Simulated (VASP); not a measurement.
# LaRhI6 in VASP: single point with PBEsol

Aim: the single point of LaRhI6 with PBEsol.

Everything below comes from runs of VASP 6.6.1. Logs are shortened: lines on timing, memory, paths and dates and some standing lists are left out, and cuts for length are marked.

## (1) The cell of the first run

The typed cell holds 8 atoms: a = 7.745 Å, b = 7.730 Å, c = 7.739 Å, α = 110.74°, β = 110.85°, γ = 110.80°.

## (2) Single point, PBEsol

File INCAR:

```
SYSTEM = LaRhI6
ALGO = Normal
EDIFF = 1E-6
ENCUT = 520
GGA = PS
ISIF = 2
ISMEAR = -1
LASPH = .True.
LCHARG = .False.
LREAL = .False.
LWAVE = .False.
NBANDS = 44
NELM = 60
PREC = Accurate
SIGMA = 0.05
```

File KPOINTS:

```
k-points
0
Gamma
  4 4 4
  0 0 0
```

File POSCAR:

```
LaRhI6
1.0
    6.3735180559      3.6826776845      2.4081709827
   -6.3644158489      3.6706234431      2.4022154804
   -0.0059925423     -7.3549819026      2.4063734665
La Rh I
1 1 6
Direct
    0.5011104912      0.4989801289      0.4978596137
    0.0011315060     -0.0009980541     -0.0021307094
    1.0036111402      0.2577995247      0.3402324737
    0.3431124751      1.0006835886      0.2564466526
    0.2598766109      0.3416956536      1.0001620258
   -0.0013780126      0.7402035793      0.6554919381
    0.6591507018     -0.0027027727      0.7392677234
    0.7423840465      0.6563144748     -0.0044200099
```

Potentials or basis: VASP PAW PBE potentials, release 64 (La, Rh_pv, I).

Started as:

```sh
$ cat potpaw_PBE.64/La/POTCAR potpaw_PBE.64/Rh_pv/POTCAR potpaw_PBE.64/I/POTCAR > POTCAR
$ mpirun -np 1 vasp_std > vasp.out
```

OUTCAR:

```text
SYSTEM = LaRhI6
   EDIFF = 1E-6
   ENCUT = 520
   GGA = PS
   ISIF = 2
   ISMEAR = -1
   LASPH = .True.
   LREAL = .False.
   NELM = 60
   PREC = Accurate

 ion  position               nearest neighbor table
   1  0.501  0.499  0.498-   3 3.12   5 3.12   8 3.12   6 3.12   4 3.12   7 3.12
   2  0.001  0.999  0.998-   8 2.68   5 2.68   7 2.68   4 2.68   6 2.68   3 2.68
   3  0.004  0.258  0.340-   2 2.68   1 3.12
   4  0.343  0.001  0.256-   2 2.68   1 3.12
   5  0.260  0.342  0.000-   2 2.68   1 3.12
   6  0.999  0.740  0.655-   2 2.68   1 3.12
   7  0.659  0.997  0.739-   2 2.68   1 3.12
   8  0.742  0.656  0.996-   2 2.68   1 3.12

  LATTYP: Found a triclinic cell.
 ALAT       =     8.7869811477
 B/A-ratio  =     1.4484688169
 C/A-ratio  =     0.8213014998
 COS(alpha) =     0.0007437063
 COS(beta)  =     0.5483274403
 COS(gamma) =     0.7242348530

  Lattice vectors:

 A1 = (  -6.3675255136,   3.6723042181,  -4.8145444492)
 A2 = (  -6.3584233066,  11.0256053457,  -0.0041579861)
 A3 = (  -0.0031096647,   0.0016807750,  -7.2167599296)

Analysis of symmetry for initial positions (statically):
=====================================================================
 Subroutine PRICEL returns:
 Original cell was already a primitive cell.

 Routine SETGRP: Setting up the symmetry group for a
 triclinic supercell.

 Subroutine GETGRP returns: Found  1 space group operations
 (whereof  1 operations were pure point group operations)
 out of a pool of  2 trial point group operations.

The static configuration has the point symmetry C_1 .

Analysis of symmetry for dynamics (positions and initial velocities):
=====================================================================
 Subroutine PRICEL returns:
 Original cell was already a primitive cell.

 Routine SETGRP: Setting up the symmetry group for a
 triclinic supercell.

 Subroutine GETGRP returns: Found  1 space group operations
 (whereof  1 operations were pure point group operations)
 out of a pool of  2 trial point group operations.

The dynamic configuration has the point symmetry C_1 .

 Subroutine INISYM returns: Found  1 space group operations
 (whereof  1 operations are pure point group operations),
 and found     1 'primitive' translations

----------------------------------------------------------------------------------------

                                     Primitive cell

  volume of cell :     338.0331

  direct lattice vectors                    reciprocal lattice vectors
     6.373518056  3.682677685  2.408170983     0.078398058  0.045264100  0.138543099
    -6.364415849  3.670623443  2.402215480    -0.078613450  0.045414173  0.138610790
    -0.005992542 -7.354981903  2.406373466     0.000020993 -0.090633613  0.138545221

  length of vectors
     7.744877973  7.729806257  7.738632176     0.165497083  0.165696930  0.165557333

  position of ions in fractional coordinates (direct lattice)
     0.501110491  0.498980129  0.497859614
     0.001131506  0.999001946  0.997869291
     0.003611140  0.257799525  0.340232474
     0.343112475  0.000683589  0.256446653
     0.259876611  0.341695654  0.000162026
     0.998621987  0.740203579  0.655491938
     0.659150702  0.997297227  0.739267723
     0.742384046  0.656314475  0.995579990

  ion indices of the primitive-cell ions
   primitive index   ion index
                 1           1
                 2           2
                 3           3
                 4           4
                 5           5
                 6           6
                 7           7
                 8           8

----------------------------------------------------------------------------------------

 KPOINTS: k-points

Automatic generation of k-mesh.
 Grid dimensions read from file:
 generate k-points for:    4    4    4

 Generating k-lattice:

  Cartesian coordinates                     Fractional coordinates (reciprocal lattice)
     0.019599515  0.011316025  0.034635775     0.250000000  0.000000000  0.000000000
    -0.019653363  0.011353543  0.034652697     0.000000000  0.250000000  0.000000000
     0.000005248 -0.022658403  0.034636305     0.000000000  0.000000000  0.250000000

  Length of vectors
     0.041374271  0.041424233  0.041389333

  Shift w.r.t. Gamma in fractional coordinates (k-lattice)
     0.000000000  0.000000000  0.000000000

 Subroutine IBZKPT returns following result:
 ===========================================

 Found     36 irreducible k-points:

 Following reciprocal coordinates:
            Coordinates               Weight
  0.000000  0.000000  0.000000      1.000000
  0.250000 -0.000000 -0.000000      2.000000
  0.500000 -0.000000 -0.000000      1.000000
  0.000000  0.250000  0.000000      2.000000
  0.250000  0.250000  0.000000      2.000000
  0.500000  0.250000  0.000000      2.000000
[... 16 lines left out ...]
 -0.000000 -0.250000  0.250000      2.000000
  0.250000 -0.250000  0.250000      2.000000
 [... further k-points ...]
   k-points           NKPTS =     36   k-points in BZ     NKDIM =     36   number of bands    NBANDS=     44
   number of dos      NEDOS =    301   number of ions     NIONS =      8
   total plane-waves  NPLWV = 216000
   dimension x,y,z NGX =    60 NGY =   60 NGZ =   60
   dimension x,y,z NGXF=   120 NGYF=  120 NGZF=  120
   ions per type =               1   1   6
   NGX,Y,Z   is equivalent  to a cutoff of  12.88, 12.90, 12.89 a.u.
   NGXF,Y,Z  is equivalent  to a cutoff of  25.76, 25.81, 25.78 a.u.
 SYSTEM =  LaRhI6
   PREC   = accura    normal or accurate (medium, high low for compatibility)
   ISTART =      0    job   : 0-new  1-cont  2-samecut
   ICHARG =      2    charge: 1-file 2-atom 10-const
   ISPIN  =      1    spin polarized calculation?
   LNONCOLLINEAR =      F non collinear calculations
   LSORBIT =      F    spin-orbit coupling
   LASPH  =      T    aspherical Exc in radial PAW
   ENCUT  =  520.0 eV  38.22 Ry    6.18 a.u.  14.40 14.37 14.39*2*pi/ulx,y,z
   NELM   =     60;   NELMIN=  2; NELMDL= -5     # of ELM steps
   EDIFF  = 0.1E-05   stopping-criterion for ELM
   LREAL  =      F    real-space projection
   EDIFFG = 0.1E-04   stopping-criterion for IOM
   NSW    =      0    number of steps for IOM
   IBRION =     -1    ionic relax: 0-MD 1-quasi-New 2-CG
   NFREE  =      0    steps in history (QN), initial steepest desc. (CG)
   ISIF   =      2    stress and relaxation
   ISYM   =      2    0-nonsym 1-usesym 2-fastsym
   POTIM  = 0.5000    time-step for ionic-motion
   TEBEG  =    0.0;   TEEND  =   0.0 temperature during run
   PSTRESS=    0.0 pullay stress
   NELECT =      68.0000    total number of electrons
   NUPDOWN=      -1.0000    fix difference up-down
   EMIN   =  10.00;   EMAX   =-10.00  energy-range for DOS
   EFERMI =   0.00;   METHOD = LEGACY
   ISMEAR =    -1;   SIGMA  =   0.05  broadening in eV -4-tet -1-fermi 0-gaus
   EFERMI_NEDOS =   21; number of points for ismear=-14 and -15
   IALGO  =     38    algorithm
   IMIX   =      4    mixing-type and parameters
     AMIX     =   0.40;   BMIX     =  1.00
     AMIX_MAG =   1.60;   BMIX_MAG =  1.00
  volume/ion in A,a.u.               =      42.25       285.15
  Fermi-wavevector in a.u.,A,eV,Ry     =   0.959234  1.812690 12.519135  0.920130
  Thomas-Fermi vector in A             =   2.088412
   LORBIT       =      0    0 simple, 1 ext, 2 COOP (PROOUT), +10 PAW based schemes
   GGA     = PS    functional components
   LHFCALC =     F    Hartree Fock is set to
   AEXX    =    0.0000 exact exchange contribution
   IVDW    =     0    specifies the selected vdW correction
   LEPSILON=     F    determine dielectric tensor
   LRPA    =     F    only Hartree local field effects (RPA)
 non-spin polarized calculation
  energy-cutoff  :      520.00
  volume of cell :      338.03
 maximum number of plane-waves:      9179
 NGX is ok and might be reduce to    60
   NGX = 29   NGY = 29   NGZ = 29

 number of electron      68.0000001 magnetization

 Free energy of the ion-electron system (eV)
  ---------------------------------------------------
  ext. energy  EPLUGINS =         0.00000000
  ---------------------------------------------------
  free energy    TOTEN  =       -30.57908469 eV

  energy without entropy =      -30.57908268  energy(sigma->0) =      -30.57908368

 E-fermi :   2.8763     XC(G=0):  -7.9823

 val. band max:        2.2276784556   @ k =   0.5000   0.2500   0.2500
 cond. band min:       3.4736006072   @ k =   0.5000   0.5000   0.5000
 fundamental gap:      1.2459221515
 Fermi energy:         2.8763255845

 k-point     1 :       0.0000    0.0000    0.0000
  band No.  band energies     occupation
      1     -43.3549      2.00000
      2     -43.3548      2.00000
      3     -43.3427      2.00000
      4     -29.5567      2.00000
      5     -13.5425      2.00000
      6     -13.3998      2.00000
[... 36 lines left out ...]
     43       5.4358      0.00000
     44       5.8231      0.00000

 k-point     2 :       0.2500   -0.0000   -0.0000
  band No.  band energies     occupation
      1     -43.3549      2.00000
      2     -43.3548      2.00000
      3     -43.3427      2.00000
      4     -29.5567      2.00000
      5     -13.5564      2.00000
      6     -13.4009      2.00000
[... 36 lines left out ...]
     43       5.4553      0.00000
     44       5.7030      0.00000

 k-point     3 :       0.5000   -0.0000   -0.0000
  band No.  band energies     occupation
      1     -43.3549      2.00000
      2     -43.3548      2.00000
      3     -43.3427      2.00000
      4     -29.5566      2.00000
      5     -13.5700      2.00000
      6     -13.4020      2.00000
[... 36 lines left out ...]
     43       5.4812      0.00000
     44       5.5165      0.00000

 k-point     4 :       0.0000    0.2500    0.0000
  band No.  band energies     occupation
      1     -43.3549      2.00000
      2     -43.3548      2.00000
      3     -43.3427      2.00000
      4     -29.5567      2.00000
      5     -13.5564      2.00000
      6     -13.4009      2.00000
[... 882 lines left out ...]
     43       5.5190      0.00000
     44       5.5346      0.00000

 k-point    23 :      -0.0000   -0.2500    0.2500
  band No.  band energies     occupation
      1     -43.3549      2.00000
      2     -43.3548      2.00000
      3     -43.3427      2.00000
      4     -29.5567      2.00000
      5     -13.5435      2.00000
      6     -13.4025      2.00000
[... 36 lines left out ...]
     43       5.4405      0.00000
     44       5.7592      0.00000

 k-point    24 :       0.2500   -0.2500    0.2500
  band No.  band energies     occupation
      1     -43.3549      2.00000
      2     -43.3548      2.00000
      3     -43.3427      2.00000
      4     -29.5567      2.00000
      5     -13.5573      2.00000
      6     -13.4019      2.00000
[... 36 lines left out ...]
     43       5.4604      0.00000
     44       5.6577      0.00000

 [... further k-points ...]
[... 5 lines left out ...]
  --------------------------------------------------------------------------------------
  -------------------------------------------------------------------------------------
  Total       -0.0222123     -0.0223030     -0.0568909     -0.0045299      0.0008391      0.0020190
  in kB       -0.1052796     -0.1057096     -0.2696461     -0.0214702      0.0039771      0.0095696
  external PRESSURE =      -0.1602117 kB  Pullay stress =       0.0000000 kB

 VOLUME and BASIS-vectors are now :
 -----------------------------------------------------------------------------
  energy-cutoff  :      520.00
  volume of cell :      338.03
      direct lattice vectors                 reciprocal lattice vectors
     6.373518056  3.682677685  2.408170983     0.078398058  0.045264100  0.138543099
    -6.364415849  3.670623443  2.402215480    -0.078613450  0.045414173  0.138610790
    -0.005992542 -7.354981903  2.406373466     0.000020993 -0.090633613  0.138545221

 POSITION                                       TOTAL-FORCE (eV/Angst)
 -----------------------------------------------------------------------------------
      0.01514      0.01525      3.60345        -0.000195     -0.000331      0.000371
     -6.35683     -3.66818      4.80379         0.000065      0.000200     -0.000060
     -1.61977     -1.54282      1.44671         0.000147      0.000256     -0.001451
      2.18095     -0.62008      1.44502        -0.000982      0.001103     -0.000454
     -0.51837      2.21009      1.44704         0.000566     -0.000313     -0.001071
      1.64984      1.57348      5.76034         0.000100     -0.000158      0.001343
     -2.15054      0.65084      5.76202         0.000775     -0.001128      0.000409
      0.54857     -2.17943      5.76013        -0.000475      0.000371      0.000913
 -----------------------------------------------------------------------------------
    total drift:                               -0.000062     -0.000013      0.000121

  FREE ENERGIE OF THE ION-ELECTRON SYSTEM (eV)
  ---------------------------------------------------
  free  energy   TOTEN  =       -30.5790846904 eV

  energy  without entropy=      -30.5790826790  energy(sigma->0) =      -30.57908368
```

Wall time 13 min (1 thread of Intel Xeon Platinum 8259CL at 2.50GHz (Skylake/Cascade Lake), shared host); peak memory 0.86 GiB.

Results:

| Item | Value |
| --- | --- |
| Free energy | -30.5791 eV |
| Pressure | 0.0 GPa |
| Band gap on the k mesh | 1.25 eV (least direct gap 1.41 eV) |

Caveat: the PAW data sets were made with another functional, which shifts forces and pressure a little; spin-orbit coupling is left out, which moves the levels of the heavy elements.
